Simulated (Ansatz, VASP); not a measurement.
## Two plane-wave programs on ZrH2

INCAR

```
ALGO = Normal
EDIFF = 1E-7
ENCUT = 520
ISIF = 2
ISMEAR = -1
LASPH = True
LCHARG = False
LREAL = False
LWAVE = False
NBANDS = 14
NELM = 100
PREC = Accurate
SIGMA = 0.1
```

File KPOINTS:

```
k-points
0
Gamma
  10 10 10
```

Contents of POSCAR:

```
ZrH2
1.0
    0.0000000000      2.4409289647      2.4409289647
    2.4409289647      0.0000000000      2.4409289647
    2.4409289647      2.4409289647      0.0000000000
Zr H
1 2
Direct
    0.0000000000      0.0000000000      0.0000000000
    0.7500000000      0.7500000000      0.7500000000
    0.2500000000      0.2500000000      0.2500000000
```

Input for Ansatz:

```yaml
crystal:
  lattice:
    - [0.0, 2.4409289646686667, 2.4409289646686667]
    - [2.4409289646686667, 0.0, 2.4409289646686667]
    - [2.4409289646686667, 2.4409289646686667, 0.0]
  atoms:
    - { symbol: Zr, position: [0.0, 0.0, 0.0] }
    - { symbol: H, position: [0.75, 0.75, 0.75] }
    - { symbol: H, position: [0.25, 0.25, 0.25] }
basis:
  ecutwfc: 450.0
kpoints:
  mp_grid:
    grid: [10, 10, 10]
hamiltonian:
  xc: lda
scf:
  max_iter: 65
  convergence:
    dr2_threshold: 1.0e-08
  occupations:
    method: fermi_dirac
    width: 0.1
output:
  stress: true
```

Alike in both runs: task single point; functional LDA; k mesh 10 × 10 × 10; occupations fermi-dirac, width 0.1 eV; no spin polarisation.

|  | VASP | Ansatz |
| --- | --- | --- |
| version | VASP 6.6.1 | Ansatz 0.2.0 |
| potentials or method | VASP PAW LDA potentials, release 64 (Zr_sv, H), cutoff 520 eV | plane waves, PAW |
| valence electrons in the cell | 14 | 14 |

|  | VASP | Ansatz | Ansatz less VASP |
| --- | --- | --- | --- |
| pressure (GPa) | -11.1 | -11.3 | -0.14 |

LDA's correlation is that of Perdew and Zunger in VASP and of Perdew and Wang (1992) in Ansatz. Ansatz's warnings: stress scf threshold loose.
